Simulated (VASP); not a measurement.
Set up this calculation in VASP 6.6.1, as the native input.

```
Task                   : single point
Functional             : LDA
Potentials or basis    : VASP PAW LDA potentials, release 64 (Al, N)
Cutoff                 : 600 eV
k mesh                 : 9 × 9 × 6
Occupations            : gaussian, width 0.02 eV
Spin                   : no spin polarisation
Dipole correction      : no
Further INCAR settings : ALGO = Normal; EDIFF = 1e-06; NBANDS = 16
```

The structure of AlN lies in POSCAR:

```
AlN
1.0
    3.2757107509      0.0000000000      0.0000000000
   -1.6378553754      2.8368487257      0.0000000000
    0.0000000000      0.0000000000      4.1004914702
Al N
2 2
Direct
    0.3333333333      0.6666666667      0.0000000000
    0.6666666667      0.3333333333      0.5000000000
    0.3333333333      0.6666666667      0.5000000000
    0.6666666667      0.3333333333      1.0000000000
```

The input as run:

INCAR

```
SYSTEM = AlN
PREC = Accurate ; ENCUT = 600
EDIFF = 1E-6 ; ISMEAR = 0
SIGMA = 0.02 ; LREAL = .FALSE.
LASPH = .TRUE. ; NELM = 120
ALGO = Normal ; ISIF = 2
LWAVE = .FALSE. ; LCHARG = .FALSE.
NBANDS = 16 ; GGA_COMPAT = .FALSE.
```

KPOINTS

```
Automatic mesh
0
G
  9 9 6
  0 0 0
```

Potentials or basis: VASP PAW LDA potentials, release 64 (Al, N).

The run is started by

```bash
$ cat potpaw_LDA.64/Al/POTCAR potpaw_LDA.64/N/POTCAR > POTCAR
$ mpirun -np 1 vasp_std > vasp.out
```

Results of the run:

```json
{
 "Pressure": "0.5 GPa",
 "Band gap on the k mesh": "3.63 eV"
}
```

Caveat: an odd mesh through Γ misses points on the zone boundary, where band edges can lie.

It took 26 s on 1 thread of Intel(R) Xeon(R) 6975P-C (Granite Rapids), with other jobs on the host, peak memory 0.15 GiB.
